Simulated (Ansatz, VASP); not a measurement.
**Two plane-wave programs on LiCl**

```xyz
2
Lattice="0.0000 2.5648 2.5648 2.5648 0.0000 2.5648 2.5648 2.5648 0.0000" Properties=species:S:1:pos:R:3 pbc="T T T"
Li    0.0000   -0.5000    0.0000
Cl    2.5648    2.5648    2.5648
```

Change from the starting cell: all Li atoms moved -0.500 Å, as atom 1 along Cartesian [0 1 0].

Alike in both runs: task single point; functional PBE; k mesh 8 × 8 × 8; occupations gaussian, width 0.05 eV; no spin polarisation.

|  | VASP | Ansatz |
| --- | --- | --- |
| version | VASP 6.6.1 | Ansatz 0.2.0 |
| potentials or method | VASP PAW PBE potentials, release 64 (Li_sv, Cl), cutoff 520 eV | scalar-relativistic, plane waves, PAW |
| valence electrons in the cell | 10 | 10 |

Ansatz gave:

- gap on the k mesh at the Fermi level (eV): 6.18
- least direct gap on the mesh (eV): 6.18
- rms of the force components (eV/Å): 0.733

Question: Which values does VASP return?

Answer: gap on the k mesh at the Fermi level (eV): 6.19; least direct gap on the mesh (eV): 6.19; rms of the force components (eV/Å): 0.751.

Atom by atom the forces differ by 0.018 eV/Å (rms over components).

Noted on VASP's run: the cutoff is under 1.25 times that of the potentials, so the pressure is a little rough.
